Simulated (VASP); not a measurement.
Runs of VASP 6.6.1 on GaP. The structure is that of space group F-43m (No. 216), or close to it. The cells are those of the table. 

| task | cell | k mesh | cutoff (eV) | smearing | gap on the mesh (eV) | pressure (GPa) |
| --- | --- | --- | --- | --- | --- | --- |
| single point | a = 3.812 Å, angles 60.0°, 2 atoms | 8 × 8 × 8 | 520 | gaussian 0.02 eV | 1.43 | 0.1 |
| single point | a = 3.456 Å, angles 60.0°, 2 atoms | 10 × 10 × 10 | 520 | gaussian 0.01 eV | 0.65 | 50.2 |
| relaxation of cell and atoms | relaxed to 6 GPa from a = 3.739 Å, angles 60.0°, 2 atoms | 10 × 10 × 10 | 500 | gaussian 0.01 eV | (a) | 6.0 |
| relaxation of cell and atoms | relaxed from a = 3.854 Å, angles 60.0°, 2 atoms | 8 × 8 × 8 | 600 | gaussian 0.02 eV | 1.43 | 0.0 |

Alike in all rows: level LDA; potentials or basis VASP PAW LDA potentials, release 64 (Ga_d, P); no spin polarisation.

Q: Fill in the values left out.

A: (a) 1.29.

Caveats: the cell is relaxed towards a set pressure, so the enthalpy falls and the energy may rise (some runs).

A k mesh can miss the band edges, and the runs leave out spin-orbit coupling on Ga.
